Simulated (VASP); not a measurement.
Runs of VASP 6.6.1 on CdS3. The structure is that of space group Fm-3m (No. 225), or close to it. The cells are those of the table. 

```csv
task,cell,k mesh,gap on the mesh (eV),pressure (GPa),relaxed volume (Å³/atom)
relaxation of cell and atoms,"relaxed from a = 4.663 Å, angles 60.0°, 4 atoms",12 × 12 × 12,none,0.0,(b)
single point,"a = 5.167 Å, angles 60.0°, 4 atoms",4 × 4 × 4,none,-10.1,-
single point,"a = 4.677 Å, angles 60.0°, 4 atoms",12 × 12 × 12,none,(a),-
single point,"a = 4.663 Å, angles 60.0°, 4 atoms",4 × 4 × 4,none,0.3,-
relaxation of cell and atoms,"relaxed from a = 5.167 Å, angles 60.0°, 4 atoms",4 × 4 × 4,none,0.1,17.98
```

Alike in all rows: level PBE; potentials or basis VASP PAW PBE potentials, release 64 (Cd, S); no spin polarisation; cutoff (eV) 500; smearing gaussian 0.1 eV.

Task: Fill in the values left out.

Result: (a) 0.2; (b) 18.12.

Caveats: some runs use coarse meshes; the volume moved by over 15 % at a fixed basis, so the end points are rough (some runs).

A k mesh can miss the band edges, and the runs leave out spin-orbit coupling on Cd.

A gap of «none» marks levels without a gap at the run's occupations.
